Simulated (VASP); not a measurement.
LiH:

```
CELL_PARAMETERS angstrom
0.00000 1.99847 1.99847
1.99847 0.00000 1.99847
1.99847 1.99847 0.00000
ATOMIC_POSITIONS crystal
Li 0.00000 0.00000 0.00000
H 0.50000 0.50000 0.50000
```

Program: VASP 6.6.1. Alike in all runs: task single point; no spin polarisation; cell as given; k mesh 6 × 6 × 6; cutoff (eV) 520; smearing gaussian 0.01 eV. Hardware: 1 thread of Intel Xeon 6975P-C (shared host).

Task: Order these runs on this cell by their wall time, lowest first.
A. level r2SCAN; potentials or basis VASP PAW PBE potentials, release 64 (Li_sv, H)
B. level HSE06; potentials or basis VASP PAW PBE potentials, release 64 (Li_sv, H); grid for exact exchange (PRECFOCK) Normal; screening parameter 0.2079 1/Å
C. level LDA; potentials or basis VASP PAW LDA potentials, release 64 (Li_sv, H)

Result: C (2.3 s), A (13 s), B (48 s).

Caveats: all runs use coarse meshes.
